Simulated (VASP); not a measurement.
Input of a VASP 6.6.1 run:

Contents of INCAR:

```
PREC     = Accurate       # precision mode
ENCUT    = 520            # plane-wave cutoff, eV
EDIFF    = 1E-6           # SCF threshold, eV
ISMEAR   = 0              # smearing method
SIGMA    = 0.05           # smearing width, eV
LREAL    = Auto         
LASPH    = T              # aspherical terms in the spheres
NELM     = 100            # most SCF steps
ALGO     = Normal         # electronic algorithm
ISIF     = 2              # what is computed and relaxed
LWAVE    = F              # write WAVECAR
LCHARG   = F              # write CHGCAR
GGA      = PS             # functional
NBANDS   = 40             # bands
```

The input KPOINTS:

```
Automatic mesh
0
Gamma
  1 1 19
```

The input POSCAR:

```
Al
1.0
   17.5000000000      0.0000000000      0.0000000000
    0.0000000000     19.3000000000      0.0000000000
    0.0000000000      0.0000000000      2.8394492406
Al
17
Direct
    0.2566186365      0.5520153838      0.0000000000
    0.2566186365      0.3439538487      0.0000000000
    0.5811271212      0.7600769188      0.0000000000
    0.5811271212      0.5520153838      0.0000000000
    0.5811271212      0.3439538487      0.0000000000
    0.5000000000      0.6560461513      0.5000000000
    0.5000000000      0.4479846162      0.5000000000
    0.5000000000      0.2399230812      0.5000000000
    0.3377457577      0.6560461513      0.5000000000
    0.3377457577      0.4479846162      0.5000000000
    0.6622542423      0.6560461513      0.5000000000
    0.6622542423      0.4479846162      0.5000000000
    0.4188728788      0.7600769188      0.0000000000
    0.4188728788      0.5520153838      0.0000000000
    0.4188728788      0.3439538487      0.0000000000
    0.7433813635      0.5520153838      0.0000000000
    0.7433813635      0.3439538487      0.0000000000
```

Potentials or basis: VASP PAW PBE potentials, release 64 (Al).

Run with:

```sh
$ cat potpaw_PBE.64/Al/POTCAR > POTCAR
$ mpirun -np 1 vasp_std > vasp.out
```

Estimate the largest force.

0.460 eV/Å.

Predict the band gap on the k mesh.

zero (an odd number of electrons rules out a gap without spin polarisation).

Forces on the atoms (eV/Å):
```
Al   0.252  0.084  0.000
Al   0.399  0.230  0.000
Al  -0.175 -0.009  0.000
Al  -0.088 -0.035  0.000
Al   0.102 -0.244  0.000
Al   0.000 -0.060  0.000
Al   0.000  0.006  0.000
Al   0.000  0.267  0.000
Al   0.040  0.052  0.000
Al  -0.184 -0.186  0.000
Al  -0.040  0.052  0.000
Al   0.184 -0.186  0.000
Al   0.175 -0.009  0.000
Al   0.088 -0.035  0.000
Al  -0.102 -0.244  0.000
Al  -0.252  0.084  0.000
Al  -0.399  0.230  0.000
```

Caveat: the PAW data sets were made with another functional, which shifts forces and pressure a little.
